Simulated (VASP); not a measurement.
Runs of VASP 6.6.1 on BP. The structure is that of space group F-43m (No. 216), or close to it. The cells are those of the table. 

| level | cell | k mesh | smearing | gap on the mesh (eV) | pressure (GPa) |
| --- | --- | --- | --- | --- | --- |
| r2SCAN | a = 3.207 Å, angles 60.0°, 2 atoms | 10 × 10 × 10 | gaussian 0.05 eV | 1.44 | -0.4 |
| r2SCAN | a = 3.215 Å, angles 60.0°, 2 atoms | 8 × 8 × 8 | gaussian 0.05 eV | (b) | -1.6 |
| PBE | a = 3.220 Å, angles 60.0°, 2 atoms | 8 × 8 × 8 | gaussian 0.05 eV | 1.28 | -0.7 |
| PBE | a = 3.207 Å, angles 60.0°, 2 atoms | 8 × 8 × 8 | gaussian 0.05 eV | (a) | 1.2 |
| r2SCAN+D4 | a = 3.207 Å, angles 60.0°, 2 atoms | 8 × 8 × 8 | methfessel-paxton 0.001 eV | 1.47 | -2.2 |
| r2SCAN | a = 3.207 Å, angles 60.0°, 2 atoms | 8 × 8 × 8 | gaussian 0.05 eV | 1.47 | -0.4 |
| r2SCAN+D4 | a = 3.207 Å, angles 60.0°, 2 atoms | 8 × 8 × 8 | tetrahedron | 1.47 | -2.2 |
| PBE | a = 3.215 Å, angles 60.0°, 2 atoms | 8 × 8 × 8 | gaussian 0.05 eV | 1.28 | -0.1 |

Alike in all rows: task single point; potentials or basis VASP PAW PBE potentials, release 64 (B, P); no spin polarisation; cutoff (eV) 520.

**Question.** Fill in the values left out.

**Answer.** (a) 1.27; (b) 1.48.

Caveats: the PAW data sets were made with another functional, which shifts forces and pressure a little (some runs).

A k mesh can miss the band edges.
